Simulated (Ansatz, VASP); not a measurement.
**Al in VASP and in Ansatz**

INCAR

```
SYSTEM = Al
PREC = Accurate
ENCUT = 520
EDIFF = 1E-7
ISMEAR = 0
SIGMA = 0.15
LREAL = .False.
LASPH = .True.
NELM = 60
ALGO = Fast
ISIF = 2
LWAVE = .False.
LCHARG = .False.
GGA = PE
IVDW = 12
NBANDS = 14
```

KPOINTS

```
regular mesh
0
Gamma
  18 18 4
  0 0 0
```

POSCAR

```
Al
1.0
    2.8144222650      0.0000000000      0.0000000000
   -1.4072111325      2.4373611785      0.0000000000
    0.0000000000      0.0000000000      9.2410470710
Al
4
Direct
    0.0000000000      0.0000000000      0.0000000000
    0.2184549959      0.4369099917      0.2197004032
    0.0000000000      0.0000000000      0.5000000000
    0.6666666667      0.3333333333      0.7500000000
```

Input for Ansatz:

```yaml
crystal:
  lattice:
    - [2.814422265, 0.0, 0.0]
    - [-1.4072111325, 2.4373611785, 0.0]
    - [0.0, 0.0, 9.241047071]
  atoms:
    - { symbol: Al, position: [0.0, 0.0, 0.0] }
    - { symbol: Al, position: [0.2184549959, 0.4369099917, 0.2197004032] }
    - { symbol: Al, position: [0.0, 0.0, 0.5] }
    - { symbol: Al, position: [0.6666666667, 0.3333333333, 0.75] }
basis:
  ecutwfc: 420
kpoints:
  mp_grid: { grid: [18, 18, 4] }
hamiltonian:
  xc: pbe
  pseudopotentials: { kind: paw, azcp: { folder: soft_1 } }
  dispersion: d3bj
scf:
  occupations: { method: gaussian, width: 0.15 }
output:
  forces: true
  stress: true
  eigenvalues: true
```

Alike in both runs: task single point; functional PBE; dispersion D3(BJ); k mesh 18 × 18 × 4; occupations gaussian, width 0.15 eV; no spin polarisation.

```csv
,VASP,Ansatz
version,VASP 6.6.1,Ansatz 0.2.0
potentials or method,"VASP PAW PBE potentials, release 64 (Al), cutoff 520 eV","scalar-relativistic, plane waves, PAW"
valence electrons in the cell,12,12
```

```tsv
	VASP	Ansatz	Ansatz less VASP
gap on the k mesh at the Fermi level (eV)	none	none	-
pressure (GPa)	4.3	4.3	0.00
traceless stress, the component that is largest in VASP (GPa)	5.80	5.80	-0.005
rms of the force components (eV/Å)	1.165	1.165	-0.0004
```

Atom by atom the forces differ by 0.001 eV/Å (rms over components). A gap of «none» marks a metal or a gap that the smearing closes.
